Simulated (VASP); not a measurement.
# NbAs in VASP: single point with PBEsol

Aim: the single point of NbAs with PBEsol.

Everything below comes from runs of VASP 6.6.1. Logs are shortened: lines on timing, memory, paths and dates and some standing lists are left out, and cuts for length are marked.

**1. The cell of the first run**

The cell holds a slab with vacuum, 12 atoms: a = 3.439 Å, b = 6.286 Å, c = 25.799 Å, α = 90.00°, β = 90.00°, γ = 105.88°.

**2. Single point, PBEsol**

The input, INCAR:

```
SYSTEM = NbAs
  PREC = Accurate
  ENCUT = 520
  EDIFF = 1E-7
  ISMEAR = 0
  SIGMA = 0.1
  LREAL = .False.
  LASPH = .True.
  NELM = 80
  ALGO = Normal
  ISIF = 2
  LWAVE = .False.
  LCHARG = .True.
  LDIPOL = .True.
  IDIPOL = 3
  DIPOL = 0.5 0.5 0.500
  GGA = PS
  LELF = .True.
  LVHAR = .True.
  LVACPOTAV = .True.
  ISYM = 0
  NBANDS = 66
```

The input, KPOINTS:

```
regular mesh
0
Gamma
  9 5 1
  0 0 0
```

The input, POSCAR:

```
NbAs
1.0
    3.4393064279      0.0000000000      0.0000000000
   -1.7196532140      6.0462461690      0.0000000000
    0.0000000000      0.0000000000     25.7987944887
Nb As
6 6
Direct
    0.3118242251      0.6236484503      0.3294727590
    0.5820474360      0.1640948720      0.3614245011
    0.3927170685      0.7854341371      0.4572797271
    0.6629402794      0.3258805587      0.4892314691
    0.4744377260      0.9489429698      0.5864012710
    0.7452442222      0.4905592958      0.6180346734
    0.9271664627      0.8543329254      0.3829615628
    0.1973896736      0.3947793471      0.4149133048
    0.0072874335      0.0145900281      0.5106079577
    0.2780807598      0.5563373572      0.5433308306
    0.0885187001      0.1769813297      0.6396649397
    0.3674672140      0.7346357256      0.6702567429
```

Potentials or basis: VASP PAW PBE potentials, release 64 (Nb_sv, As).

The run is started by

```console
cat potpaw_PBE.64/Nb_sv/POTCAR potpaw_PBE.64/As/POTCAR > POTCAR
mpirun -np 1 vasp_std > vasp.out
```

OUTCAR:

```text
SYSTEM = NbAs
   PREC = Accurate
   ENCUT = 520
   EDIFF = 1E-7
   ISMEAR = 0
   LREAL = .False.
   LASPH = .True.
   NELM = 80
   ISIF = 2
   GGA = PS
   ISYM = 0

 ion  position               nearest neighbor table
   1  0.312  0.624  0.329-   8 2.60   7 2.61   7 2.61
   2  0.582  0.164  0.361-   7 2.60   7 2.60   8 2.61   8 2.61
   3  0.393  0.785  0.457-   9 2.60   9 2.60   8 2.60   7 2.61   7 2.61  10 2.62
   4  0.663  0.326  0.489-   9 2.61   9 2.61   8 2.61   8 2.61  10 2.62  10 2.62
   5  0.474  0.949  0.586-  12 2.52  11 2.60  11 2.60  10 2.62   9 2.63   9 2.63
   6  0.745  0.491  0.618-  10 2.61  10 2.61  11 2.62  11 2.62  12 2.64  12 2.64
   7  0.927  0.854  0.383-   2 2.60   2 2.60   1 2.61   3 2.61   1 2.61   3 2.61
   8  0.197  0.395  0.415-   1 2.60   3 2.60   2 2.61   2 2.61   4 2.61   4 2.61
   9  0.007  0.015  0.511-   3 2.60   3 2.60   4 2.61   4 2.61   5 2.63   5 2.63
  10  0.278  0.556  0.543-   6 2.61   6 2.61   4 2.62   3 2.62   4 2.62   5 2.62
  11  0.089  0.177  0.640-   5 2.60   5 2.60   6 2.62   6 2.62
  12  0.367  0.735  0.670-   5 2.52   6 2.64   6 2.64

IMPORTANT INFORMATION: All symmetrisations will be switched off!
NOSYMM: (Re-)initialisation of all symmetry stuff for point group C_1.

----------------------------------------------------------------------------------------

                                     Primitive cell

  volume of cell :     536.4832

  direct lattice vectors                    reciprocal lattice vectors
     3.439306428  0.000000000  0.000000000     0.290756297  0.082695938  0.000000000
    -1.719653214  6.046246169  0.000000000     0.000000000  0.165391877  0.000000000
     0.000000000  0.000000000 25.798794489     0.000000000  0.000000000  0.038761501

  length of vectors
     3.439306428  6.286040082 25.798794489     0.302287681  0.165391877  0.038761501

  position of ions in fractional coordinates (direct lattice)
     0.311824225  0.623648450  0.329472759
     0.582047436  0.164094872  0.361424501
     0.392717068  0.785434137  0.457279727
     0.662940279  0.325880559  0.489231469
     0.474437726  0.948942970  0.586401271
     0.745244222  0.490559296  0.618034673
     0.927166463  0.854332925  0.382961563
     0.197389674  0.394779347  0.414913305
     0.007287433  0.014590028  0.510607958
     0.278080760  0.556337357  0.543330831
     0.088518700  0.176981330  0.639664940
     0.367467214  0.734635726  0.670256743

  ion indices of the primitive-cell ions
   primitive index   ion index
                 1           1
                 2           2
                 3           3
                 4           4
                 5           5
                 6           6
                 7           7
                 8           8
                 9           9
                10          10
                11          11
                12          12

----------------------------------------------------------------------------------------

 KPOINTS: regular mesh

Automatic generation of k-mesh.
 Grid dimensions read from file:
 generate k-points for:    9    5    1

 Generating k-lattice:

  Cartesian coordinates                     Fractional coordinates (reciprocal lattice)
     0.032306255  0.009188438  0.000000000     0.111111111 -0.000000000  0.000000000
     0.000000000  0.033078375  0.000000000     0.000000000  0.200000000  0.000000000
     0.000000000  0.000000000  0.038761501     0.000000000  0.000000000  1.000000000

  Length of vectors
     0.033587520  0.033078375  0.038761501

  Shift w.r.t. Gamma in fractional coordinates (k-lattice)
     0.000000000  0.000000000  0.000000000

 -----------------------------------------------------------------------------
|                                                                             |
|           W    W    AA    RRRRR   N    N  II  N    N   GGGG   !!!           |
|           W    W   A  A   R    R  NN   N  II  NN   N  G    G  !!!           |
|           W    W  A    A  R    R  N N  N  II  N N  N  G       !!!           |
|           W WW W  AAAAAA  RRRRR   N  N N  II  N  N N  G  GGG   !            |
|           WW  WW  A    A  R   R   N   NN  II  N   NN  G    G                |
|           W    W  A    A  R    R  N    N  II  N    N   GGGG   !!!           |
|                                                                             |
|     Your reciprocal lattice and k-lattice belong to different lattice       |
|     classes:                                                                |
|                                                                             |
|        The reciprocal lattice is base centered orthorhombic,                |
|        whereas your k-lattice is simple monoclinic.                         |
|                                                                             |
|     Results are often still useful ...                                      |
|                                                                             |
 -----------------------------------------------------------------------------

 WARNING: IBZKPT: internal override: KBLOWUP is changed to .FALSE.
      ... skipping the blow-up phase ...

 Subroutine IBZKPT returns following result:
 ===========================================

 Found     23 irreducible k-points:

 Following reciprocal coordinates:
            Coordinates               Weight
  0.000000  0.000000  0.000000      1.000000
  0.111111  0.000000  0.000000      2.000000
  0.222222  0.000000  0.000000      2.000000
  0.333333  0.000000  0.000000      2.000000
  0.444444  0.000000  0.000000      2.000000
  0.000000  0.200000  0.000000      2.000000
[... 15 lines left out ...]
 -0.222222  0.400000  0.000000      2.000000
 -0.111111  0.400000  0.000000      2.000000
   k-points           NKPTS =     23   k-points in BZ     NKDIM =     23   number of bands    NBANDS=     66
   number of dos      NEDOS =    301   number of ions     NIONS =     12
   total plane-waves  NPLWV = 258048
   dimension x,y,z NGX =    28 NGY =   48 NGZ =  192
   dimension x,y,z NGXF=    56 NGYF=   96 NGZF=  384
   ions per type =               6   6
   NGX,Y,Z   is equivalent  to a cutoff of  13.53, 12.69, 12.37 a.u.
   NGXF,Y,Z  is equivalent  to a cutoff of  27.07, 25.39, 24.74 a.u.
 SYSTEM =  NbAs
   PREC   = accura    normal or accurate (medium, high low for compatibility)
   ISTART =      0    job   : 0-new  1-cont  2-samecut
   ICHARG =      2    charge: 1-file 2-atom 10-const
   ISPIN  =      1    spin polarized calculation?
   LNONCOLLINEAR =      F non collinear calculations
   LSORBIT =      F    spin-orbit coupling
   LASPH  =      T    aspherical Exc in radial PAW
   ENCUT  =  520.0 eV  38.22 Ry    6.18 a.u.   6.39 11.69 47.97*2*pi/ulx,y,z
   NELM   =     80;   NELMIN=  2; NELMDL= -5     # of ELM steps
   EDIFF  = 0.1E-06   stopping-criterion for ELM
   LREAL  =      F    real-space projection
   EDIFFG = 0.1E-05   stopping-criterion for IOM
   NSW    =      0    number of steps for IOM
   IBRION =     -1    ionic relax: 0-MD 1-quasi-New 2-CG
   NFREE  =      0    steps in history (QN), initial steepest desc. (CG)
   ISIF   =      2    stress and relaxation
   ISYM   =      0    0-nonsym 1-usesym 2-fastsym
   POTIM  = 0.5000    time-step for ionic-motion
   TEBEG  =    0.0;   TEEND  =   0.0 temperature during run
   PSTRESS=    0.0 pullay stress
   NELECT =     108.0000    total number of electrons
   NUPDOWN=      -1.0000    fix difference up-down
   EMIN   =  10.00;   EMAX   =-10.00  energy-range for DOS
   EFERMI =   0.00;   METHOD = LEGACY
   ISMEAR =     0;   SIGMA  =   0.10  broadening in eV -4-tet -1-fermi 0-gaus
   EFERMI_NEDOS =   21; number of points for ismear=-14 and -15
   IALGO  =     38    algorithm
   IMIX   =      4    mixing-type and parameters
     AMIX     =   0.40;   BMIX     =  1.00
     AMIX_MAG =   1.60;   BMIX_MAG =  1.00
  volume/ion in A,a.u.               =      44.71       301.70
  Fermi-wavevector in a.u.,A,eV,Ry     =   0.959468  1.813133 12.525248  0.920580
  Thomas-Fermi vector in A             =   2.088667
   LORBIT       =      0    0 simple, 1 ext, 2 COOP (PROOUT), +10 PAW based schemes
   GGA     = PS    functional components
   LHFCALC =     F    Hartree Fock is set to
   AEXX    =    0.0000 exact exchange contribution
   IVDW    =     0    specifies the selected vdW correction
   LEPSILON=     F    determine dielectric tensor
   LRPA    =     F    only Hartree local field effects (RPA)
 non-spin polarized calculation
 Gauss-broadening in eV      SIGMA  =   0.10
  energy-cutoff  :      520.00
  volume of cell :      536.48
 maximum number of plane-waves:     14505
 NGX is ok and might be reduce to    28
   NGX = 13   NGY = 23   NGZ = 95

 dipolmoment           0.000000      0.000000     -0.202772 electrons x Angstroem

 number of electron     107.9999999 magnetization

 dipolmoment           0.000000      0.000000      0.134465 electrons x Angstroem

 Free energy of the ion-electron system (eV)
  ---------------------------------------------------
  ext. energy  EPLUGINS =         0.00000000
  ---------------------------------------------------
  free energy    TOTEN  =       -98.40122548 eV

  energy without entropy =      -98.35894934  energy(sigma->0) =      -98.38008741

 E-fermi :   0.8950     XC(G=0):  -5.4348

 val. band max:        0.8921615980   @ k =  -0.3333   0.4000   0.0000
 cond. band min:       0.9364280076   @ k =  -0.4444   0.2000   0.0000
 fundamental gap:      0.0442664095
 Fermi energy:         0.8949761666

 k-point     1 :       0.0000    0.0000    0.0000
  band No.  band energies     occupation
      1     -54.3685      2.00000
      2     -54.1451      2.00000
      3     -54.0942      2.00000
      4     -54.0431      2.00000
      5     -53.9655      2.00000
      6     -53.9189      2.00000
[... 1576 lines left out ...]
     65       2.8693      0.00000
     66       3.1310      0.00000

------------------------ aborting loop because EDIFF is reached ----------------------------------------

  FORCE on cell =-STRESS in cart. coord.  units (eV):
  Direction    XX          YY          ZZ          XY          YZ          ZX
  --------------------------------------------------------------------------------------
  -------------------------------------------------------------------------------------
  Total       -8.1340614     -7.1535349     -3.0598366     -0.0149598      0.3687806      0.0054914
  in kB      -24.2919243    -21.3636361     -9.1380327     -0.0446767      1.1013430      0.0163996
  external PRESSURE =     -18.2645311 kB  Pullay stress =       0.0000000 kB

 VOLUME and BASIS-vectors are now :
 -----------------------------------------------------------------------------
  energy-cutoff  :      520.00
  volume of cell :      536.48
      direct lattice vectors                 reciprocal lattice vectors
     3.439306428  0.000000000  0.000000000     0.290756297  0.082695938  0.000000000
    -1.719653214  6.046246169  0.000000000     0.000000000  0.165391877  0.000000000
     0.000000000  0.000000000 25.798794489     0.000000000  0.000000000  0.038761501

 POSITION                                       TOTAL-FORCE (eV/Angst)
 -----------------------------------------------------------------------------------
     -0.00000      3.77073      8.50000        -0.003913     -0.658958      1.385078
      1.71965      0.99216      9.32432         0.003970      0.847152      0.457824
     -0.00000      4.74893     11.79727         0.000179      0.052586      0.011601
      1.71965      1.97035     12.62158         0.000605     -0.011020     -0.062849
     -0.00012      5.73754     15.12845        -0.000310     -0.007712     -0.004139
      1.71953      2.96604     15.94455        -0.000596      0.008582     -0.014529
      1.71965      5.16551      9.87995         0.000966     -0.020423     -0.804910
      0.00000      2.38693     10.70426        -0.001617     -0.210565     -1.011140
     -0.00003      0.08821     13.17307        -0.000193     -0.001570      0.002214
     -0.00030      3.36375     14.01728        -0.000203     -0.002883      0.008174
      0.00010      1.07007     16.50258         0.000174     -0.003704      0.012332
      0.00051      4.44179     17.29182         0.000939      0.008514      0.020344
 -----------------------------------------------------------------------------------
    total drift:                                0.000213     -0.000463      0.000296

  FREE ENERGIE OF THE ION-ELECTRON SYSTEM (eV)
  ---------------------------------------------------
  free  energy   TOTEN  =       -98.4012254774 eV

  energy  without entropy=      -98.3589493395  energy(sigma->0) =      -98.38008741

 vacuum level on the upper side and lower side of the slab         6.104         4.934
```

Wall time 32 min (1 thread of Intel Xeon Platinum 8488C (Sapphire Rapids), shared host); peak memory 0.9 GiB.

What came out:

```yaml
Free_energy: -98.4012 eV
Largest_force: 1.534 eV/Å
Band_gap_on_the_k_mesh: zero (bands 54 and 55 overlap by 0.18 eV)
```

Forces in eV/Å, atoms in the order of the input:
```
Nb  -0.004 -0.659  1.385
Nb   0.004  0.847  0.458
Nb   0.000  0.053  0.012
Nb   0.001 -0.011 -0.063
Nb   0.000 -0.008 -0.004
Nb  -0.001  0.009 -0.015
As   0.001 -0.020 -0.805
As  -0.002 -0.211 -1.011
As   0.000 -0.002  0.002
As   0.000 -0.003  0.008
As   0.000 -0.004  0.012
As   0.001  0.009  0.020
```

Levels at points of the mesh, in eV from the Fermi level:
```csv
k point,band 50,band 51,band 52,band 53,band 54,band 55,band 56,band 57,band 58,band 59
"(0.00, 0.00, 0.00)",-1.03,-0.63,-0.38,-0.22,-0.11,0.16,0.22,0.44,0.44,0.67
```

Caveat: the PAW data sets were made with another functional, which shifts forces and pressure a little.

The gap in the log of VASP goes by the Fermi energy; the results here count the filled bands.